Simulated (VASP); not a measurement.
Here is a VASP 6.6.1 calculation.

The input INCAR:

```
ALGO = Normal
EDIFF = 1E-7
ENCUT = 520
ISIF = 2
ISMEAR = 0
LASPH = T
LCHARG = T
LELF = T
LREAL = F
LVHAR = T
LWAVE = F
NBANDS = 14
NELM = 100
PREC = Accurate
SIGMA = 0.15
```

File KPOINTS:

```
k-points
0
Gamma
  22 22 22
```

The input POSCAR:

```
Rh
1.0
    0.0000000000      2.1096832635      1.3274127094
    2.1096832635      0.0000000000      1.3274127094
    2.1096832635      2.1096832635      0.0000000000
Rh
1
Direct
    0.0000000000      0.0000000000      0.0000000000
```

Potentials or basis: VASP PAW LDA potentials, release 64 (Rh_pv).

The run is started by

```sh
$ cat potpaw_LDA.64/Rh_pv/POTCAR > POTCAR
$ mpirun -np 1 vasp_std > vasp.out
```

Task: Estimate the pressure.

Result: 57.3 GPa.

Task: Predict the band gap on the k mesh.

Result: Zero (an odd number of electrons rules out a gap without spin polarisation).

Stress tensor (GPa, compression positive):
```
65.13  0.00  0.00
 0.00 65.13  0.00
 0.00  0.00 41.49
```

Caveat: the stress differs along the axes, from 41 to 65 GPa.
